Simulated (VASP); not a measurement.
# SnSe2 (C2/m) in VASP: single point with PBEsol

Aim: the single point of SnSe2 with PBEsol.

Everything below comes from runs of VASP 6.6.1. Logs are shortened: lines on timing, memory, paths and dates and some standing lists are left out, and cuts for length are marked.

**1. The cell of the first run**

Symmetry: C2/m, No. 12, monoclinic system. The conventional cell has a = 6.515 Å, b = 3.876 Å, c = 6.146 Å, α = 90.00°, β = 90.00°, γ = 90.00°. Sn (site symmetry 2/m) has 6 Se at 2.69 to 2.73 Å within 3.5 Å. Se (site symmetry m) has 3 Sn at 2.69 to 2.73 Å within 3.5 Å.

**2. Single point, PBEsol (strain +0.0150 x Voigt [1, -1, 0, 0, 0, 0])**

INCAR reads:

```
SYSTEM = SnSe2
PREC     = Accurate       ! precision mode
ENCUT    = 520            ! plane-wave cutoff, eV
EDIFF    = 1E-6           ! SCF threshold, eV
ISMEAR   = 0              ! smearing method
SIGMA    = 0.05           ! smearing width, eV
LREAL    = .FALSE.        ! projectors in reciprocal space
LASPH    = .TRUE.         ! aspherical terms in the spheres
NELM     = 80             ! most SCF steps
ALGO     = Normal         ! electronic algorithm
ISIF     = 2              ! what is computed and relaxed
LWAVE    = .FALSE.        ! write WAVECAR
LCHARG   = .FALSE.        ! write CHGCAR
GGA      = PS             ! functional
NBANDS   = 20             ! bands
```

KPOINTS reads:

```
regular mesh
0
G
  12 12 6
  0 0 0
```

POSCAR reads:

```
SnSe2
1.0
    3.8762074164      0.0000000000      0.0000000000
   -1.9381037082      3.2576755483      0.0000000000
    0.0000000000      0.0000000000      6.1455711062
Sn Se
1 2
Direct
    0.0000000000      0.0000000000      0.0000000000
    0.3333333333      0.6666666667      0.2580716066
    0.6666666667      0.3333333333      0.7419283934
```

Potentials or basis: VASP PAW PBE potentials, release 64 (Sn_d, Se).

On the command line:

```bash
$ cat potpaw_PBE.64/Sn_d/POTCAR potpaw_PBE.64/Se/POTCAR > POTCAR
$ mpirun -np 1 vasp_std > vasp.out
```

OUTCAR:

```text
SYSTEM = SnSe2
   PREC = Accurate
   ENCUT = 520
   EDIFF = 1E-6
   ISMEAR = 0
   LREAL = .FALSE.
   LASPH = .TRUE.
   NELM = 80
   ISIF = 2
   GGA = PS

 ion  position               nearest neighbor table
   1  0.000  0.000  0.000-   2 2.69   3 2.69   3 2.73   2 2.73   3 2.73   2 2.73
   2  0.333  0.667  0.258-   1 2.69   1 2.73   1 2.73
   3  0.667  0.333  0.742-   1 2.69   1 2.73   1 2.73

  Warning from LATTYP: Monoclinic adjustment (A1->A3, A2->A1, A3->A2)!
  LATTYP: Found a base centered orthorhombic cell.
 ALAT       =     3.8762074164
 B/A-ratio  =     1.6808571876
 C/A-ratio  =     1.5854598183

  Lattice vectors:

 A1 = (   1.9381037082,  -3.2576755483,   0.0000000000)
 A2 = (   1.9381037082,   3.2576755483,   0.0000000000)
 A3 = (   0.0000000000,   0.0000000000,   6.1455711062)

Analysis of symmetry for initial positions (statically):
=====================================================================
 Subroutine PRICEL returns:
 Original cell was already a primitive cell.

 Routine SETGRP: Setting up the symmetry group for a
 base centered orthorhombic supercell.

 Subroutine GETGRP returns: Found  4 space group operations
 (whereof  4 operations were pure point group operations)
 out of a pool of  8 trial point group operations.

The static configuration has the point symmetry C_2h.

Analysis of symmetry for dynamics (positions and initial velocities):
=====================================================================
 Subroutine PRICEL returns:
 Original cell was already a primitive cell.

 Routine SETGRP: Setting up the symmetry group for a
 base centered orthorhombic supercell.

 Subroutine GETGRP returns: Found  4 space group operations
 (whereof  4 operations were pure point group operations)
 out of a pool of  8 trial point group operations.

The dynamic configuration has the point symmetry C_2h.

 Subroutine INISYM returns: Found  4 space group operations
 (whereof  4 operations are pure point group operations),
 and found     1 'primitive' translations

----------------------------------------------------------------------------------------

                                     Primitive cell

  volume of cell :      77.6027

  direct lattice vectors                    reciprocal lattice vectors
[... 86 lines left out ...]
   LASPH  =      T    aspherical Exc in radial PAW
   ENCUT  =  520.0 eV  38.22 Ry    6.18 a.u.   7.21  7.05 11.43*2*pi/ulx,y,z
   NELM   =     80;   NELMIN=  2; NELMDL= -5     # of ELM steps
   EDIFF  = 0.1E-05   stopping-criterion for ELM
   LREAL  =      F    real-space projection
   EDIFFG = 0.1E-04   stopping-criterion for IOM
   NSW    =      0    number of steps for IOM
   IBRION =     -1    ionic relax: 0-MD 1-quasi-New 2-CG
   NFREE  =      0    steps in history (QN), initial steepest desc. (CG)
   ISIF   =      2    stress and relaxation
   ISYM   =      2    0-nonsym 1-usesym 2-fastsym
   POTIM  = 0.5000    time-step for ionic-motion
   TEBEG  =    0.0;   TEEND  =   0.0 temperature during run
   PSTRESS=    0.0 pullay stress
   NELECT =      26.0000    total number of electrons
   NUPDOWN=      -1.0000    fix difference up-down
   EMIN   =  10.00;   EMAX   =-10.00  energy-range for DOS
   EFERMI =   0.00;   METHOD = LEGACY
   ISMEAR =     0;   SIGMA  =   0.05  broadening in eV -4-tet -1-fermi 0-gaus
   EFERMI_NEDOS =   21; number of points for ismear=-14 and -15
   IALGO  =     38    algorithm
   IMIX   =      4    mixing-type and parameters
     AMIX     =   0.40;   BMIX     =  1.00
     AMIX_MAG =   1.60;   BMIX_MAG =  1.00
  volume/ion in A,a.u.               =      25.87       174.56
  Fermi-wavevector in a.u.,A,eV,Ry     =   1.137034  2.148683 17.590253  1.292847
  Thomas-Fermi vector in A             =   2.273739
   LORBIT       =      0    0 simple, 1 ext, 2 COOP (PROOUT), +10 PAW based schemes
   GGA     = PS    functional components
   LHFCALC =     F    Hartree Fock is set to
   AEXX    =    0.0000 exact exchange contribution
   IVDW    =     0    specifies the selected vdW correction
   LEPSILON=     F    determine dielectric tensor
   LRPA    =     F    only Hartree local field effects (RPA)
 non-spin polarized calculation
 Gauss-broadening in eV      SIGMA  =   0.05
  energy-cutoff  :      520.00
  volume of cell :       77.60
 maximum number of plane-waves:      2109
 NGX is ok and might be reduce to    30
   NGX = 15   NGY = 15   NGZ = 23

 number of electron      25.9999997 magnetization

 Free energy of the ion-electron system (eV)
  ---------------------------------------------------
  ext. energy  EPLUGINS =         0.00000000
  ---------------------------------------------------
  free energy    TOTEN  =       -12.97576296 eV

  energy without entropy =      -12.97576296  energy(sigma->0) =      -12.97576296

 E-fermi :   4.2813     XC(G=0):  -9.6601

 val. band max:        4.1135781892   @ k =  -0.1667   0.0833   0.0000
 cond. band min:       4.4489768995   @ k =   0.0000   0.4167   0.3333
 fundamental gap:      0.3353987103
 Fermi energy:         4.2812883500

 k-point     1 :       0.0000    0.0000    0.0000
  band No.  band energies     occupation
      1     -17.1278      2.00000
      2     -17.1183      2.00000
      3     -17.0851      2.00000
      4     -17.0762      2.00000
      5     -17.0693      2.00000
      6      -9.8269      2.00000
[... 541 lines left out ...]
     19      13.1623      0.00000
     20      14.1472      0.00000

 [... further k-points ...]

------------------------ aborting loop because EDIFF is reached ----------------------------------------

  FORCE on cell =-STRESS in cart. coord.  units (eV):
  Direction    XX          YY          ZZ          XY          YZ          ZX
  --------------------------------------------------------------------------------------
  -------------------------------------------------------------------------------------
  Total       -0.4551107      0.6050507      0.0795604      0.0000000      0.0869091      0.0000000
  in kB       -9.3961629     12.4918069      1.6425954      0.0000000      1.7943150      0.0000000
  external PRESSURE =       1.5794131 kB  Pullay stress =       0.0000000 kB

 VOLUME and BASIS-vectors are now :
 -----------------------------------------------------------------------------
  energy-cutoff  :      520.00
  volume of cell :       77.60
      direct lattice vectors                 reciprocal lattice vectors
     3.876207416  0.000000000  0.000000000     0.257984131  0.153483670  0.000000000
    -1.938103708  3.257675548  0.000000000     0.000000000  0.306967341  0.000000000
     0.000000000  0.000000000  6.145571106     0.000000000  0.000000000  0.162718807

 POSITION                                       TOTAL-FORCE (eV/Angst)
 -----------------------------------------------------------------------------------
      0.00000      0.00000      0.00000        -0.000000      0.000000      0.000000
     -0.00000      2.17178      1.58600        -0.000000      0.030102      0.022878
      1.93810      1.08589      4.55957         0.000000     -0.030102     -0.022878
 -----------------------------------------------------------------------------------
    total drift:                                0.000000     -0.000000     -0.000000

  FREE ENERGIE OF THE ION-ELECTRON SYSTEM (eV)
  ---------------------------------------------------
  free  energy   TOTEN  =       -12.9757629634 eV

  energy  without entropy=      -12.9757629617  energy(sigma->0) =      -12.97576296
```

OSZICAR:

```text
N       E                     dE             d eps       ncg     rms          rms(c)
DAV:   1     0.202930965204E+03    0.20293E+03   -0.12118E+04  9900   0.147E+03
DAV:   2     0.101753109922E+02   -0.19276E+03   -0.18549E+03 10340   0.384E+02
DAV:   3    -0.124370041702E+02   -0.22612E+02   -0.22134E+02 11752   0.113E+02
DAV:   4    -0.132211737596E+02   -0.78417E+00   -0.78272E+00 11396   0.222E+01
DAV:   5    -0.132402790606E+02   -0.19105E-01   -0.19104E-01 13596   0.364E+00    0.494E+00
DAV:   6    -0.130033460874E+02    0.23693E+00   -0.46243E-01 14324   0.749E+00    0.313E+00
DAV:   7    -0.129776332735E+02    0.25713E-01   -0.13614E-01 11596   0.252E+00    0.903E-01
DAV:   8    -0.129757191151E+02    0.19142E-02   -0.10753E-02 12508   0.970E-01    0.256E-01
DAV:   9    -0.129757514261E+02   -0.32311E-04   -0.11379E-03 11028   0.248E-01    0.744E-02
DAV:  10    -0.129757512989E+02    0.12717E-06   -0.92781E-05 12212   0.622E-02    0.281E-02
DAV:  11    -0.129757628219E+02   -0.11523E-04   -0.20065E-05 10852   0.253E-02    0.561E-03
DAV:  12    -0.129757629634E+02   -0.14158E-06   -0.10452E-06  8132   0.774E-03
   1 F= -.12975763E+02 E0= -.12975763E+02  d E =-.171522E-08
```

Run time: 2.6 min. Hardware: 1 thread of Intel Xeon 6975P-C (Granite Rapids), shared host; peak memory 0.47 GiB.

Results:

```
Free energy            : -12.9758 eV
Pressure               : 0.2 GPa
Largest force          : 0.038 eV/Å
Band gap on the k mesh : 0.34 eV, indirect (least direct gap 0.96 eV)
```

Forces in eV/Å, atoms in the order of the input:
```
Sn   0.000  0.000  0.000
Se   0.000  0.030  0.023
Se   0.000 -0.030 -0.023
```

Caveat: the cell differs from its parent crystal (strain +0.0150 x Voigt [1, -1, 0, 0, 0, 0]); the PAW data sets were made with another functional, which shifts forces and pressure a little; spin-orbit coupling is left out, which moves the levels of the heavy elements; this functional lacks dispersion, which binds the layers, so the pressure and a relaxed spacing across them are unreliable.
